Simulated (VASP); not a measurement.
Here is a VASP 6.6.1 calculation.

File INCAR:

```
SYSTEM = Mg64O65
PREC = Accurate
ENCUT = 520
EDIFF = 1E-6
ISMEAR = -1
SIGMA = 0.01
LREAL = Auto
LASPH = .True.
NELM = 60
ALGO = Normal
ISIF = 2
LWAVE = .False.
LCHARG = .True.
GGA = PE
LELF = .True.
LVHAR = .True.
NBANDS = 329
NELECT = 520.0
LUSENCCL = .False.
```

File KPOINTS:

```
regular mesh
0
Gamma
  1 1 1
  0 0 0
```

The input POSCAR:

```
Mg64O65
1.0
    0.0000000000      8.5087624600      8.5087624600
    8.5087624600      0.0000000000      8.5087624600
    8.5087624600      8.5087624600      0.0000000000
Mg O
64 65
Direct
    0.0009925063      0.0025438482     -0.0010710136
    0.0007394730      0.0029382651      0.2474728857
   -0.0001497280      0.0013614201      0.4979818181
    0.0000095196      0.0015663852      0.7511195700
    0.0021749931      0.2515694274     -0.0018071371
    0.0011932993      0.2527519731      0.2463893557
[... 121 lines left out ...]
    0.8712897481      0.8806061440      0.8762312422
    0.0792623490      0.5792962870      0.7910646856
```

Potentials or basis: VASP PAW PBE potentials, release 64 (Mg, O).

The run is started by

```bash
$ cat potpaw_PBE.64/Mg/POTCAR potpaw_PBE.64/O/POTCAR > POTCAR
$ mpirun -np 1 vasp_gam > vasp.out
```

(1) What does it give for the largest force?

Results:

(1) 0.229 eV/Å.

Caveat: the k points lie up to 0.64 Å⁻¹ apart; the cell carries a net charge on a neutralising background, which shifts energy and pressure.
